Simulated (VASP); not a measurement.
# As (R-3m) in VASP: a series of runs

Runs on As. Level: LDA. Tasks: single point.

Everything below comes from runs of VASP 6.6.1. Logs are shortened: lines on timing, memory, paths and dates and some standing lists are left out, and cuts for length are marked.

**1. The cell of the first run**

The structure is trigonal, space group R-3m (No. 166). Conventional cell: a = 3.760 Å, b = 3.760 Å, c = 9.983 Å, α = 90.00°, β = 90.00°, γ = 120.00°. As (site symmetry 3m) has 6 As at 2.52 to 2.99 Å within 3.3 Å.

**2. Single point, LDA**

INCAR

```
SYSTEM = As
ALGO = Normal
EDIFF = 1E-6
ENCUT = 500
GGA_COMPAT = .False.
ISIF = 2
ISMEAR = 1
LASPH = .True.
LCHARG = .True.
LELF = .True.
LREAL = .False.
LVHAR = .True.
LWAVE = .False.
NBANDS = 12
NELM = 120
PREC = Accurate
SIGMA = 0.1
```

KPOINTS

```
k-points
0
Gamma
  10 10 10
  0 0 0
```

POSCAR

```
As
1.0
    1.8799878575      1.0854114956      3.3276505507
   -1.8799878575      1.0854114956      3.3276505507
    0.0000000000     -2.1708229912      3.3276505507
As
2
Direct
    0.7695128170      0.7695128170      0.7695128170
    0.2304871830      0.2304871830      0.2304871830
```

Potentials or basis: VASP PAW LDA potentials, release 64 (As).

Started as:

```sh
$ cat potpaw_LDA.64/As/POTCAR > POTCAR
$ mpirun -np 1 vasp_std > vasp.out
```

OUTCAR:

```text
SYSTEM = As
   EDIFF = 1E-6
   ENCUT = 500
   ISIF = 2
   ISMEAR = 1
   LASPH = .True.
   LREAL = .False.
   NELM = 120
   PREC = Accurate

 ion  position               nearest neighbor table
   1  0.770  0.770  0.770-   2 2.52   2 2.52   2 2.52
   2  0.230  0.230  0.230-   1 2.52   1 2.52   1 2.52

  LATTYP: Found a trigonal (rhomboedric) cell.
 ALAT       =     3.9731260547
 COS(alpha) =     0.5522089635

  Lattice vectors:

 A1 = (   1.8799878575,   1.0854114956,   3.3276505507)
 A2 = (  -1.8799878575,   1.0854114956,   3.3276505507)
 A3 = (   0.0000000000,  -2.1708229912,   3.3276505507)

Analysis of symmetry for initial positions (statically):
=====================================================================
 Subroutine PRICEL returns:
 Original cell was already a primitive cell.

 Routine SETGRP: Setting up the symmetry group for a
 trigonal (rhombohedral) supercell.

 Subroutine GETGRP returns: Found 12 space group operations
 (whereof 12 operations were pure point group operations)
 out of a pool of 12 trial point group operations.

The static configuration has the point symmetry D_3d.

Analysis of symmetry for dynamics (positions and initial velocities):
=====================================================================
 Subroutine PRICEL returns:
 Original cell was already a primitive cell.

 Routine SETGRP: Setting up the symmetry group for a
 trigonal (rhombohedral) supercell.

 Subroutine GETGRP returns: Found 12 space group operations
 (whereof 12 operations were pure point group operations)
 out of a pool of 12 trial point group operations.

The dynamic configuration has the point symmetry D_3d.

 Subroutine INISYM returns: Found 12 space group operations
 (whereof 12 operations are pure point group operations),
 and found     1 'primitive' translations

----------------------------------------------------------------------------------------

                                     Primitive cell

  volume of cell :      40.7416

  direct lattice vectors                    reciprocal lattice vectors
     1.879987857  1.085411496  3.327650551     0.265959165  0.153551595  0.100170775
    -1.879987857  1.085411496  3.327650551    -0.265959165  0.153551595  0.100170775
     0.000000000 -2.170822991  3.327650551     0.000000000 -0.307103191  0.100170775

  length of vectors
     3.973126055  3.973126055  3.973126055     0.323027172  0.323027172  0.323027172

  position of ions in fractional coordinates (direct lattice)
     0.769512817  0.769512817  0.769512817
     0.230487183  0.230487183  0.230487183

  ion indices of the primitive-cell ions
   primitive index   ion index
                 1           1
                 2           2

----------------------------------------------------------------------------------------

 KPOINTS: k-points

Automatic generation of k-mesh.
 Grid dimensions read from file:
 generate k-points for:   10   10   10

 Generating k-lattice:

  Cartesian coordinates                     Fractional coordinates (reciprocal lattice)
     0.026595916  0.015355160  0.010017077     0.100000000 -0.000000000  0.000000000
    -0.026595916  0.015355160  0.010017077    -0.000000000  0.100000000  0.000000000
     0.000000000 -0.030710319  0.010017077     0.000000000  0.000000000  0.100000000

  Length of vectors
     0.032302717  0.032302717  0.032302717

  Shift w.r.t. Gamma in fractional coordinates (k-lattice)
     0.000000000  0.000000000  0.000000000

 Subroutine IBZKPT returns following result:
 ===========================================

 Found    116 irreducible k-points:

 Following reciprocal coordinates:
            Coordinates               Weight
  0.000000  0.000000  0.000000      1.000000
  0.100000 -0.000000  0.000000      6.000000
  0.200000 -0.000000  0.000000      6.000000
  0.300000  0.000000  0.000000      6.000000
  0.400000  0.000000  0.000000      6.000000
  0.500000 -0.000000  0.000000      3.000000
[... 16 lines left out ...]
  0.300000  0.300000 -0.000000      6.000000
  0.400000  0.300000  0.000000     12.000000
 [... further k-points ...]
   k-points           NKPTS =    116   k-points in BZ     NKDIM =    116   number of bands    NBANDS=     12
   number of dos      NEDOS =    301   number of ions     NIONS =      2
   total plane-waves  NPLWV =  27000
   dimension x,y,z NGX =    30 NGY =   30 NGZ =   30
   dimension x,y,z NGXF=    60 NGYF=   60 NGZF=   60
   ions per type =               2
   NGX,Y,Z   is equivalent  to a cutoff of  12.55, 12.55, 12.55 a.u.
   NGXF,Y,Z  is equivalent  to a cutoff of  25.11, 25.11, 25.11 a.u.
 SYSTEM =  As
   PREC   = accura    normal or accurate (medium, high low for compatibility)
   ISTART =      0    job   : 0-new  1-cont  2-samecut
   ICHARG =      2    charge: 1-file 2-atom 10-const
   ISPIN  =      1    spin polarized calculation?
   LNONCOLLINEAR =      F non collinear calculations
   LSORBIT =      F    spin-orbit coupling
   LASPH  =      T    aspherical Exc in radial PAW
   ENCUT  =  500.0 eV  36.75 Ry    6.06 a.u.   7.24  7.24  7.24*2*pi/ulx,y,z
   NELM   =    120;   NELMIN=  2; NELMDL= -5     # of ELM steps
   EDIFF  = 0.1E-05   stopping-criterion for ELM
   LREAL  =      F    real-space projection
   EDIFFG = 0.1E-04   stopping-criterion for IOM
   NSW    =      0    number of steps for IOM
   IBRION =     -1    ionic relax: 0-MD 1-quasi-New 2-CG
   NFREE  =      0    steps in history (QN), initial steepest desc. (CG)
   ISIF   =      2    stress and relaxation
   ISYM   =      2    0-nonsym 1-usesym 2-fastsym
   POTIM  = 0.5000    time-step for ionic-motion
   TEBEG  =    0.0;   TEEND  =   0.0 temperature during run
   PSTRESS=    0.0 pullay stress
   NELECT =      10.0000    total number of electrons
   NUPDOWN=      -1.0000    fix difference up-down
   EMIN   =  10.00;   EMAX   =-10.00  energy-range for DOS
   EFERMI =   0.00;   METHOD = LEGACY
   ISMEAR =     1;   SIGMA  =   0.10  broadening in eV -4-tet -1-fermi 0-gaus
   EFERMI_NEDOS =   21; number of points for ismear=-14 and -15
   IALGO  =     38    algorithm
   IMIX   =      4    mixing-type and parameters
     AMIX     =   0.40;   BMIX     =  1.00
     AMIX_MAG =   1.60;   BMIX_MAG =  1.00
  volume/ion in A,a.u.               =      20.37       137.47
  Fermi-wavevector in a.u.,A,eV,Ry     =   1.025011  1.936991 14.294939  1.050648
  Thomas-Fermi vector in A             =   2.158829
   LORBIT       =      0    0 simple, 1 ext, 2 COOP (PROOUT), +10 PAW based schemes
   GGA     = CA    functional components
   LHFCALC =     F    Hartree Fock is set to
   AEXX    =    0.0000 exact exchange contribution
   IVDW    =     0    specifies the selected vdW correction
   LEPSILON=     F    determine dielectric tensor
   LRPA    =     F    only Hartree local field effects (RPA)
 non-spin polarized calculation
 Methfessel and Paxton  Order N= 1 SIGMA  =   0.10
  energy-cutoff  :      500.00
  volume of cell :       40.74
 maximum number of plane-waves:      1060
 NGX is ok and might be reduce to    30
   NGX = 15   NGY = 15   NGZ = 15

 number of electron      10.0000001 magnetization

 Free energy of the ion-electron system (eV)
  ---------------------------------------------------
  ext. energy  EPLUGINS =         0.00000000
  ---------------------------------------------------
  free energy    TOTEN  =       -10.78900042 eV

  energy without entropy =      -10.78887826  energy(sigma->0) =      -10.78895970

 E-fermi :   5.9918     XC(G=0): -10.4164

 val. band max:        5.9642223327   @ k =   0.4000   0.3000   0.3000
 cond. band min:       6.1296216202   @ k =   0.4000   0.1000   0.1000
 fundamental gap:      0.1653992875
 Fermi energy:         5.9917510715

 k-point     1 :       0.0000    0.0000    0.0000
  band No.  band energies     occupation
      1      -9.3307      2.00000
      2       0.5275      2.00000
      3       3.6151      2.00000
      4       3.8883      2.00000
      5       3.8883      2.00000
      6       8.1515      0.00000
      7       9.1830      0.00000
      8       9.1830      0.00000
      9      12.4800      0.00000
     10      12.4800      0.00000
     11      12.9132      0.00000
     12      14.6059      0.00000

 k-point     2 :       0.1000   -0.0000    0.0000
  band No.  band energies     occupation
      1      -9.1927      2.00000
      2      -0.0709      2.00000
      3       3.6286      2.00000
      4       3.8239      2.00000
      5       4.0613      2.00000
      6       8.2250      0.00000
      7       8.8790      0.00000
      8       8.9464      0.00000
      9      11.8512      0.00000
     10      12.4268      0.00000
     11      12.4691      0.00000
     12      15.5203      0.00000

 k-point     3 :       0.2000   -0.0000    0.0000
  band No.  band energies     occupation
      1      -8.7812      2.00000
      2      -1.4011      2.00000
      3       3.5407      2.00000
      4       3.6763      2.00000
      5       4.4752      2.00000
      6       7.8366     -0.00000
      7       8.2254      0.00000
      8       8.2955      0.00000
      9      11.7481      0.00000
     10      12.4834      0.00000
     11      12.9914      0.00000
     12      17.4275      0.00000

 k-point     4 :       0.3000    0.0000    0.0000
  band No.  band energies     occupation
      1      -8.1065      2.00000
      2      -2.9425      2.00000
      3       3.5123      2.00000
      4       3.5295      2.00000
      5       4.8587      2.00000
      6       7.0612     -0.00000
      7       7.3182     -0.00000
      8       7.5700     -0.00000
      9      12.6533      0.00000
     10      13.4799      0.00000
     11      14.2858      0.00000
     12      19.0195      0.00000

 k-point     5 :       0.4000    0.0000    0.0000
  band No.  band energies     occupation
      1      -7.2017      2.00000
      2      -4.4318      2.00000
      3       3.4354      2.00000
      4       3.5720      2.00000
      5       5.2370      2.00000
      6       6.3234     -0.00003
      7       6.5552     -0.00000
      8       7.0503     -0.00000
      9      14.0088      0.00000
     10      15.2750      0.00000
     11      16.0848      0.00000
     12      17.8943      0.00000
[... 228 lines left out ...]
      1      -7.0242      2.00000
      2      -4.1262      2.00000
      3       1.0036      2.00000
      4       3.7386      2.00000
      5       4.1176      2.00000
      6       6.8698     -0.00000
      7       7.3696     -0.00000
      8      10.4944      0.00000
      9      12.5578      0.00000
     10      14.4217      0.00000
     11      16.3562      0.00000
     12      18.3590      0.00000

 k-point    22 :      -0.2000    0.2000    0.0000
  band No.  band energies     occupation
      1      -7.8528      2.00000
      2      -3.0053      2.00000
      3       1.5790      2.00000
      4       4.4221      2.00000
      5       4.4746      2.00000
      6       6.5511     -0.00000
      7       7.0619     -0.00000
      8      10.1573      0.00000
      9      11.5352      0.00000
     10      13.7882      0.00000
     11      16.2111      0.00000
     12      16.8909      0.00000

 k-point    23 :       0.3000    0.3000   -0.0000
  band No.  band energies     occupation
      1      -7.8454      2.00000
      2      -2.3087      2.00000
      3       1.2894      2.00000
      4       2.2193      2.00000
      5       2.8720      2.00000
      6       8.0593      0.00000
      7       9.8885      0.00000
      8      10.8475      0.00000
      9      11.8959      0.00000
     10      15.3134      0.00000
     11      15.7909      0.00000
     12      17.2544      0.00000

 k-point    24 :       0.4000    0.3000    0.0000
  band No.  band energies     occupation
      1      -7.2801      2.00000
      2      -2.9970      2.00000
      3       0.6677      2.00000
      4       1.9492      2.00000
      5       2.4585      2.00000
      6       8.3051      0.00000
      7      10.6843      0.00000
      8      11.0099      0.00000
      9      11.6030      0.00000
     10      16.7386      0.00000
     11      17.0926      0.00000
     12      17.9336      0.00000

 [... further k-points ...]

------------------------ aborting loop because EDIFF is reached ----------------------------------------

  FORCE on cell =-STRESS in cart. coord.  units (eV):
  Direction    XX          YY          ZZ          XY          YZ          ZX
  --------------------------------------------------------------------------------------
  -------------------------------------------------------------------------------------
  Total        0.1458099      0.1458099      0.0612388      0.0000000     -0.0000000     -0.0000000
  in kB        5.7340204      5.7340204      2.4082350      0.0000000     -0.0000000     -0.0000000
  external PRESSURE =       4.6254253 kB  Pullay stress =       0.0000000 kB

 VOLUME and BASIS-vectors are now :
 -----------------------------------------------------------------------------
  energy-cutoff  :      500.00
  volume of cell :       40.74
      direct lattice vectors                 reciprocal lattice vectors
     1.879987857  1.085411496  3.327650551     0.265959165  0.153551595  0.100170775
    -1.879987857  1.085411496  3.327650551    -0.265959165  0.153551595  0.100170775
     0.000000000 -2.170822991  3.327650551     0.000000000 -0.307103191  0.100170775

 POSITION                                       TOTAL-FORCE (eV/Angst)
 -----------------------------------------------------------------------------------
      0.00000      0.00000      7.68201         0.000000     -0.000000     -0.057747
      0.00000      0.00000      2.30094         0.000000      0.000000      0.057747
 -----------------------------------------------------------------------------------
    total drift:                               -0.000000      0.000000      0.000000

  FREE ENERGIE OF THE ION-ELECTRON SYSTEM (eV)
  ---------------------------------------------------
  free  energy   TOTEN  =       -10.7890004189 eV

  energy  without entropy=      -10.7888782561  energy(sigma->0) =      -10.78895970
```

Wall time 22 s (1 thread of AMD EPYC 9R45 (Zen 5), shared host); peak memory 0.14 GiB.

What came out:

```
Free energy            : -10.7890 eV
Pressure               : 0.5 GPa
Largest force          : 0.058 eV/Å
Band gap on the k mesh : zero (band 5 reaches 5.96 eV, above the bottom of band 6 at 5.74 eV)
```

Forces in eV/Å, atoms in the order of the input:
```
As   0.000  0.000 -0.058
As   0.000  0.000  0.058
```

Stress tensor (GPa, compression positive):
```
0.57 0.00 0.00
0.00 0.57 0.00
0.00 0.00 0.24
```

Levels at points of the mesh, in eV from the Fermi level:
| k point | band 3 | band 4 | band 5 | band 6 | band 7 | band 8 |
| --- | --- | --- | --- | --- | --- | --- |
| (0.00, 0.00, 0.00) | -2.38 | -2.10 | -2.10 | 2.16 | 3.19 | 3.19 |
| (0.50, 0.00, 0.00) | -2.59 | -2.37 | -0.31 | -0.26 | 0.27 | 0.87 |
| (0.50, 0.50, 0.00) | -6.45 | -4.43 | -4.38 | 1.54 | 5.85 | 6.82 |
| (0.50, 0.50, 0.50) | -1.73 | -1.73 | -0.66 | 0.33 | 0.33 | 1.61 |

**3. Single point, LDA**

INCAR

```
ALGO = Normal
EDIFF = 1E-6
ENCUT = 500
GGA = CA
GGA_COMPAT = False
ISIF = 2
ISMEAR = 1
LASPH = True
LCHARG = True
LELF = True
LREAL = False
LVHAR = True
LWAVE = False
NBANDS = 12
NELM = 120
PREC = Accurate
SIGMA = 0.2
```

KPOINTS

```
k-points
0
Gamma
  10 10 10
```

POSCAR is that of step 2.

Potentials or basis: VASP PAW LDA potentials, release 64 (As).

Started as:

```sh
$ cat potpaw_LDA.64/As/POTCAR > POTCAR
$ mpirun -np 1 vasp_std > vasp.out
```

Wall time 24 s (1 thread of AMD EPYC 9R45 (Zen 5), shared host); peak memory 0.14 GiB.

The run converged. Its results:

- Free energy: -10.7890 eV
- Pressure: 0.5 GPa
- Largest force: 0.056 eV/Å
- Band gap on the k mesh: zero (band 5 reaches 5.96 eV, above the bottom of band 6 at 5.74 eV)

Forces in eV/Å, atoms in the order of the input:
```
As   0.000  0.000 -0.056
As   0.000  0.000  0.056
```

Stress tensor (GPa, compression positive):
```
0.58 0.00 0.00
0.00 0.58 0.00
0.00 0.00 0.28
```

Levels at points of the mesh, in eV from the Fermi level:
| k point | band 3 | band 4 | band 5 | band 6 | band 7 | band 8 |
| --- | --- | --- | --- | --- | --- | --- |
| (0.00, 0.00, 0.00) | -2.41 | -2.14 | -2.14 | 2.13 | 3.16 | 3.16 |
| (0.50, 0.00, 0.00) | -2.62 | -2.40 | -0.35 | -0.29 | 0.24 | 0.84 |
| (0.50, 0.50, 0.00) | -6.49 | -4.47 | -4.41 | 1.51 | 5.81 | 6.79 |
| (0.50, 0.50, 0.50) | -1.77 | -1.77 | -0.70 | 0.30 | 0.30 | 1.58 |

**4. Single point, LDA**

INCAR

```
SYSTEM = As
PREC = Accurate ; ENCUT = 500
EDIFF = 1E-6 ; ISMEAR = 1
SIGMA = 0.3 ; LREAL = .FALSE.
LASPH = .TRUE. ; NELM = 120
ALGO = Normal ; ISIF = 2
LWAVE = .FALSE. ; LCHARG = .FALSE.
NBANDS = 12 ; GGA_COMPAT = .FALSE.
```

KPOINTS

```
Automatic mesh
0
G
  10 10 10
  0 0 0
```

POSCAR is that of step 3.

Started as:

```sh
$ cat potpaw_LDA.64/As/POTCAR > POTCAR
$ mpirun -np 1 vasp_std > vasp.out
```

Run time: 22 s. Hardware: 1 thread of AMD EPYC 9R45 (Zen 5), shared host; peak memory 0.14 GiB.

Results (log left out):

| Item | Value |
| --- | --- |
| Free energy | -10.7883 eV |
| Pressure | 0.5 GPa |
| Largest force | 0.051 eV/Å |
| Band gap on the k mesh | zero (band 5 reaches 5.96 eV, above the bottom of band 6 at 5.74 eV) |

Forces on the atoms (eV/Å):
```
As   0.000  0.000 -0.051
As   0.000  0.000  0.051
```

Stress tensor (GPa, compression positive):
```
0.59 0.00 0.00
0.00 0.59 0.00
0.00 0.00 0.29
```

Levels at points of the mesh, in eV from the Fermi level:
```csv
k point,band 1,band 2,band 3,band 4,band 5,band 6,band 7,band 8,band 9,band 10
"(0.00, 0.00, 0.00)",-15.38,-5.52,-2.44,-2.16,-2.16,2.10,3.13,3.13,6.43,6.43
"(0.50, 0.00, 0.00)",-12.47,-11.47,-2.65,-2.43,-0.37,-0.32,0.21,0.81,9.44,10.05
"(0.50, 0.50, 0.00)",-12.41,-9.63,-6.51,-4.49,-4.44,1.48,5.79,6.76,7.83,10.79
"(0.50, 0.50, 0.50)",-13.62,-10.55,-1.79,-1.79,-0.72,0.27,0.27,1.55,8.49,10.86
```

(Part 1 of 2 ends here.)
